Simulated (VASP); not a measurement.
# Zn7S8 (a cell with a defect) in VASP: notebook, part 2 of 2

VASP 6.6.1. Earlier steps stand in the parts before.

## (4) Single point, LDA

File INCAR:

```
SYSTEM = Zn7S8
  PREC = Accurate
  ENCUT = 520
  EDIFF = 1E-6
  ISMEAR = 0
  SIGMA = 0.02
  LREAL = Auto
  LASPH = .TRUE.
  NELM = 60
  ALGO = Normal
  ISIF = 2
  LWAVE = .FALSE.
  LCHARG = .TRUE.
  LELF = .TRUE.
  LVHAR = .TRUE.
  NELECT = 134.0
  NBANDS = 79
```

File KPOINTS:

```
regular mesh
0
G
  2 2 2
  0 0 0
```

File POSCAR:

```
Zn7S8
1.0
    0.0000000000      5.2968478578     -5.2968478578
    5.2968478578      5.2968478578      0.0000000000
    5.2968478578      0.0000000000     -5.2968478578
Zn S
7 8
Direct
    0.0116432455     -0.5116432589      0.5116432589
    0.4883567679      0.0116432455      0.5116432589
    0.4883567679      0.4883567679      0.5116432589
    0.0116432455      0.0116432455      0.9883567813
    0.0116432455      0.4883567679      0.9883567813
    0.4883567679      0.0116432455      0.9883567813
    0.5000000134      0.5000000134      1.0000000268
    0.1193936501      0.1193936501      0.1418190630
    0.1224633060      0.6258455196      0.1258455062
    0.6258455196      0.1224633060      0.1258455062
    0.6258455196      0.6258455196      0.1258455062
    0.1193936501      0.1193936501      0.6193936636
    0.1193936501      0.6418190764      0.6193936636
    0.6418190764      0.1193936501      0.6193936636
    0.6258455196      0.6258455196      0.6224633194
```

Potentials or basis: VASP PAW LDA potentials, release 64 (Zn, S).

On the command line:

```sh
$ cat potpaw_LDA.64/Zn/POTCAR potpaw_LDA.64/S/POTCAR > POTCAR
$ mpirun -np 1 vasp_std > vasp.out
```

OUTCAR:

```text
SYSTEM = Zn7S8
   PREC = Accurate
   ENCUT = 520
   EDIFF = 1E-6
   ISMEAR = 0
   LREAL = Auto
   LASPH = .TRUE.
   NELM = 60
   ISIF = 2
   NELECT = 134.0

 ion  position               nearest neighbor table
   1  0.012  0.488  0.512-  12 2.27  13 2.27  15 2.36   9 2.36
   2  0.488  0.012  0.512-  12 2.27  14 2.27  15 2.36  10 2.36
   3  0.488  0.488  0.512-  13 2.27  14 2.27  15 2.36  11 2.36
   4  0.012  0.012  0.988-   8 2.27  12 2.27  10 2.36   9 2.36
   5  0.012  0.488  0.988-   8 2.27  13 2.27   9 2.36  11 2.36
   6  0.488  0.012  0.988-   8 2.27  14 2.27  10 2.36  11 2.36
   7  0.500  0.500  0.000-  11 2.31  15 2.31   9 2.31  10 2.31
   8  0.119  0.119  0.142-   4 2.27   5 2.27   6 2.27
   9  0.122  0.626  0.126-   7 2.31   5 2.36   4 2.36   1 2.36
  10  0.626  0.122  0.126-   7 2.31   6 2.36   4 2.36   2 2.36
  11  0.626  0.626  0.126-   7 2.31   6 2.36   5 2.36   3 2.36
  12  0.119  0.119  0.619-   1 2.27   4 2.27   2 2.27
  13  0.119  0.642  0.619-   5 2.27   3 2.27   1 2.27
  14  0.642  0.119  0.619-   6 2.27   3 2.27   2 2.27
[... 446 lines left out ...]

  FORCE on cell =-STRESS in cart. coord.  units (eV):
  Direction    XX          YY          ZZ          XY          YZ          ZX
  --------------------------------------------------------------------------------------
  -------------------------------------------------------------------------------------
  Total       13.6369908     13.6369908     13.6369908      0.0000000      0.0000000      0.0000000
  in kB       73.5100362     73.5100362     73.5100362      0.0000000      0.0000000      0.0000000
  external PRESSURE =      73.5100362 kB  Pullay stress =       0.0000000 kB

 VOLUME and BASIS-vectors are now :
 -----------------------------------------------------------------------------
  energy-cutoff  :      520.00
  volume of cell :      297.22
      direct lattice vectors                 reciprocal lattice vectors
     0.000000000  5.296847858 -5.296847858    -0.094395764  0.094395764 -0.094395764
     5.296847858  5.296847858  0.000000000     0.094395764  0.094395764  0.094395764
     5.296847858  0.000000000 -5.296847858     0.094395764 -0.094395764 -0.094395764

 POSITION                                       TOTAL-FORCE (eV/Angst)
 -----------------------------------------------------------------------------------
      5.29685      2.64842     -2.77177        -0.000000      0.000000     -0.004492
      2.77177      2.64842     -5.29685         0.004492      0.000000      0.000000
      5.29685      5.17350     -5.29685        -0.000000     -0.004492      0.000000
      5.29685      0.12334     -5.29685        -0.000000      0.004492      0.000000
      7.82193      2.64842     -5.29685        -0.004492      0.000000      0.000000
      5.29685      2.64842     -7.82193        -0.000000      0.000000      0.004492
      2.64842      5.29685     -2.64842        -0.000000      0.000000      0.000000
      1.38360      1.26482     -1.38360         0.016201     -0.016201     -0.016201
      3.98159      3.96368     -1.31525         0.001582     -0.001582      0.001582
      1.31525      3.96368     -3.98159        -0.001582     -0.001582     -0.001582
      3.98159      6.63002     -3.98159         0.001582      0.001582     -0.001582
      3.91324      1.26482     -3.91324        -0.016201     -0.016201      0.016201
      6.68045      4.03203     -3.91324         0.016201      0.016201      0.016201
      3.91324      4.03203     -6.68045        -0.016201      0.016201     -0.016201
      6.61210      6.63002     -6.61210        -0.001582      0.001582      0.001582
 -----------------------------------------------------------------------------------
    total drift:                                0.001104      0.000746     -0.001072

  FREE ENERGIE OF THE ION-ELECTRON SYSTEM (eV)
  ---------------------------------------------------
  free  energy   TOTEN  =       -55.1989163706 eV

  energy  without entropy=      -55.1989163706  energy(sigma->0) =      -55.19891637
```

OSZICAR:

```text
N       E                     dE             d eps       ncg     rms          rms(c)
DAV:   1     0.126711968923E+04    0.12671E+04   -0.59574E+04   474   0.202E+03
DAV:   2     0.163926703792E+03   -0.11032E+04   -0.10679E+04   474   0.506E+02
DAV:   3    -0.443140981226E+02   -0.20824E+03   -0.20110E+03   512   0.188E+02
DAV:   4    -0.591678955141E+02   -0.14854E+02   -0.14734E+02   532   0.512E+01
DAV:   5    -0.595106510207E+02   -0.34276E+00   -0.34194E+00   540   0.786E+00    0.210E+01
DAV:   6    -0.551857613584E+02    0.43249E+01   -0.83606E+00   677   0.470E+01    0.163E+01
DAV:   7    -0.553697716031E+02   -0.18401E+00   -0.11281E+01   548   0.980E+00    0.661E+00
DAV:   8    -0.552052239362E+02    0.16455E+00   -0.12946E+00   613   0.901E+00    0.253E+00
DAV:   9    -0.551980550049E+02    0.71689E-02   -0.20283E-01   612   0.513E+00    0.604E-01
DAV:  10    -0.551987466405E+02   -0.69164E-03   -0.16634E-02   613   0.131E+00    0.368E-01
DAV:  11    -0.551989491796E+02   -0.20254E-03   -0.26238E-03   540   0.306E-01    0.198E-01
DAV:  12    -0.551989175668E+02    0.31613E-04   -0.24906E-04   622   0.106E-01    0.367E-02
DAV:  13    -0.551989160566E+02    0.15102E-05   -0.92617E-05   612   0.843E-02    0.216E-02
DAV:  14    -0.551989156256E+02    0.43094E-06   -0.14855E-05   685   0.304E-02    0.180E-02
DAV:  15    -0.551989163740E+02   -0.74836E-06   -0.10010E-05   516   0.175E-02    0.631E-03
DAV:  16    -0.551989163706E+02    0.33688E-08   -0.17873E-07   286   0.705E-03
   1 F= -.55198916E+02 E0= -.55198916E+02  d E =-.136379E-11
```

stdout:

```text
POSCAR found type information on POSCAR ZnS
 POSCAR found :  2 types and      15 ions
 scaLAPACK will be used
 LDA part: xc-table for (Slater(with rela. corr.)+CA(PZ))
 , standard interpolation
 POSCAR, INCAR and KPOINTS ok, starting setup
 FFT: planning ... GRIDC
 FFT: planning ... GRID_SOFT
 FFT: planning ... GRID
 WAVECAR not read
 entering main loop
 the old and the new charge density differ
 old charge density:   132.00000 new  134.00000
    0.210E+01
```

Run time: 2.5 min. Hardware: 1 thread of Intel Xeon Platinum 8259CL at 2.50GHz (Skylake/Cascade Lake), shared host; peak memory 0.34 GiB.

What came out:

```
Free energy   : -55.1989 eV
Largest force : 0.028 eV/Å
```

Forces on the atoms (eV/Å):
```
Zn   0.000  0.000 -0.004
Zn   0.004  0.000  0.000
Zn   0.000 -0.004  0.000
Zn   0.000  0.004  0.000
Zn  -0.004  0.000  0.000
Zn   0.000  0.000  0.004
Zn   0.000  0.000  0.000
S    0.016 -0.016 -0.016
S    0.002 -0.002  0.002
S   -0.002 -0.002 -0.002
S    0.002  0.002 -0.002
S   -0.016 -0.016  0.016
S    0.016  0.016  0.016
S   -0.016  0.016 -0.016
S   -0.002  0.002  0.002
```

Levels at points of the mesh, in eV from the Fermi level:
| k point | band 63 | band 64 | band 65 | band 66 | band 67 | band 68 | band 69 | band 70 | band 71 | band 72 |
| --- | --- | --- | --- | --- | --- | --- | --- | --- | --- | --- |
| (0.00, 0.00, 0.00) | -0.99 | -0.99 | -0.09 | -0.09 | -0.09 | 1.83 | 2.55 | 2.55 | 2.55 | 2.97 |
| (0.50, 0.00, 0.00) | -1.60 | -0.91 | -0.91 | -0.36 | -0.36 | 2.98 | 3.19 | 3.55 | 3.55 | 3.74 |
| (0.50, 0.50, 0.00) | -1.64 | -1.37 | -1.17 | -0.65 | -0.65 | 3.81 | 3.92 | 4.09 | 4.19 | 4.39 |

Caveat: the k points lie up to 0.51 Å⁻¹ apart; the cell carries a net charge on a neutralising background, which shifts energy and pressure; the cell is charged against a uniform background, so pressure and absolute levels hang on convention.
